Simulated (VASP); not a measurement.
BaMg3H4:

```
Ba Mg H
1.0
     4.71431    0.00000    0.00000
    -2.35716    4.08271    0.00000
     0.00000    0.00000   15.76909
Ba Mg H
1 3 4
Direct
  0.00000 0.00000 0.64874
  0.00000 0.00000 0.17267
  0.33333 0.66667 0.38683
  0.66667 0.33333 0.95851
  0.00000 0.00000 0.00000
  0.33333 0.66667 0.21416
  0.00000 0.00000 0.42832
  0.66667 0.33333 0.78584
```

* Program: VASP 6.6.1
* Task: relaxation of cell and atoms
* Functional: PBE
* Potentials or basis: VASP PAW PBE potentials, release 64 (Ba_sv, Mg, H)
* Cutoff: 600 eV
* k mesh: 6 × 6 × 1
* Occupations: gaussian, width 0.1 eV
* Spin: no spin polarisation

At the start: pressure -4.7 GPa; volume 37.94 Å³/atom.

**Question.** Where does the relaxation end?

**Answer.** Over 19 steps the energy falls by 739.5 meV/atom and the volume is 17.21 Å³/atom (-54.6 %); space group P3m1 (No. 156, to 0.1 Å) before and after.

Step by step:
```
step  energy change (eV)  largest force (eV/Å)  pressure (GPa)  volume (Å³)
   1              0.0000                0.2994           -4.74       303.51
   2             -1.5452                0.3175           -5.31       256.79
   3             -5.2873                0.7703           -1.85       145.31
   4             -5.1514                1.1298            4.70       121.78
   5             -5.3530                0.8764           -0.16       137.03
   6             -5.3526                0.9119            0.46       134.53
   7             -5.4719                0.7801            0.58       132.85
   8             -5.6340                0.5938            1.46       128.57
   9             -5.6494                0.8445            2.08       126.80
  10             -5.7583                0.4258            1.03       130.46
  11             -5.7969                0.4567            0.17       134.65
  12             -5.7974                0.4148            0.24       134.22
  13             -5.8354                0.3148            0.03       135.34
  14             -5.8901                0.2717           -0.33       138.65
  15             -5.9043                0.1879           -0.01       137.55
  16             -5.9055                0.1870            0.11       137.14
  17             -5.9120                0.1054            0.03       137.41
  18             -5.9128                0.1288           -0.01       137.55
  19             -5.9161                0.0278           -0.10       137.65
```

Final structure:
```xyz
8
Lattice="3.9458 0.0000 0.0000 -1.9729 3.4172 0.0000 0.0000 0.0000 10.2088" Properties=species:S:1:pos:R:3 pbc="T T T"
Ba    0.0000    0.0000    6.9333
Mg    0.0000    0.0000    1.9013
Mg    0.0000    2.2781    4.0836
Mg    1.9729    1.1391    9.9534
H     0.0000    0.0000   10.1265
H     0.0000    2.2781    2.0036
H     0.0000    0.0000    3.7864
H     1.9729    1.1391    8.1220
```

Caveat: the k points lie up to 0.62 Å⁻¹ apart in the final cell, too coarse for converged energies and pressures of a metal; the volume moved by over 15 % at a fixed basis, so the end points are rough.
